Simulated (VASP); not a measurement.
A run of VASP 6.6.1 is set up as follows.

The input INCAR:

```
SYSTEM = Sb
  PREC = Accurate
  ENCUT = 520
  EDIFF = 1E-6
  ISMEAR = -1
  SIGMA = 0.1
  LREAL = .FALSE.
  LASPH = .TRUE.
  NELM = 60
  ALGO = Normal
  ISIF = 2
  LWAVE = .FALSE.
  LCHARG = .FALSE.
  GGA = PS
  NBANDS = 12
```

Contents of KPOINTS:

```
Automatic mesh
0
G
  12 12 12
  0 0 0
```

POSCAR

```
Sb
1.0
    2.1038769161      1.2146739038      3.4596071943
   -2.1038769161      1.2146739038      3.4596071943
    0.0000000000     -2.4293478077      3.4596071943
Sb
2
Direct
    0.2446863695      0.2446863695      0.2446863695
    0.7553136305      0.7553136305      0.7553136305
```

Potentials or basis: VASP PAW PBE potentials, release 64 (Sb).

Command:

```bash
$ cat potpaw_PBE.64/Sb/POTCAR > POTCAR
$ mpirun -np 1 vasp_std > vasp.out
```

Q: Estimate the largest force.

A: 0.030 eV/Å.

Q: What does it give for the band gap on the k mesh?

A: Zero (band 5 reaches 8.83 eV, above the bottom of band 6 at 8.09 eV).

Q: Predict the pressure.

A: 6.7 GPa.

Forces in eV/Å, atoms in the order of the input:
```
Sb   0.000  0.000  0.030
Sb   0.000  0.000 -0.030
```

Caveat: the PAW data sets were made with another functional, which shifts forces and pressure a little; spin-orbit coupling is left out, which moves the levels of the heavy elements.
